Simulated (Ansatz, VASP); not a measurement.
## Te3Pb2 in VASP and in Ansatz

```xyz
5
Lattice="3.8669 2.2326 5.1565 -3.8669 2.2326 5.1565 0.0000 -4.4651 5.1565" Properties=species:S:1:pos:R:3 pbc="T T T"
Te    0.0000   -2.2326    2.5783
Te    1.9335    1.1163    2.5783
Te   -1.9335    1.1163    2.5783
Pb    0.0000    0.0000    1.0355
Pb    0.0000    0.0000   14.4341
```

Alike in both runs: task single point; functional PBE; k mesh 3 × 3 × 3; occupations gaussian, width 0.1 eV; no spin polarisation.

|  | VASP | Ansatz |
| --- | --- | --- |
| version | VASP 6.6.1 | Ansatz 0.2.0 |
| potentials or method | VASP PAW PBE potentials, release 64 (Te, Pb_d), cutoff 520 eV | scalar-relativistic, plane waves, PAW |
| valence electrons in the cell | 46 | 76 |

```csv
,VASP,Ansatz,Ansatz less VASP
gap on the k mesh at the Fermi level (eV),none,none,-
pressure (GPa),16.8,16.8,-0.02
"traceless stress, the component that is largest in VASP (GPa)",20.36,20.13,-0.227
rms of the force components (eV/Å),8.163,8.090,-0.0735
```

Atom by atom the forces differ by 0.074 eV/Å (rms over components). A gap of «none» marks a metal or a gap that the smearing closes. VASP's potentials hold 46 valence electrons a cell and Ansatz's 76, so a difference there can come from the potentials and not from the codes.

Spin-orbit coupling is off throughout.
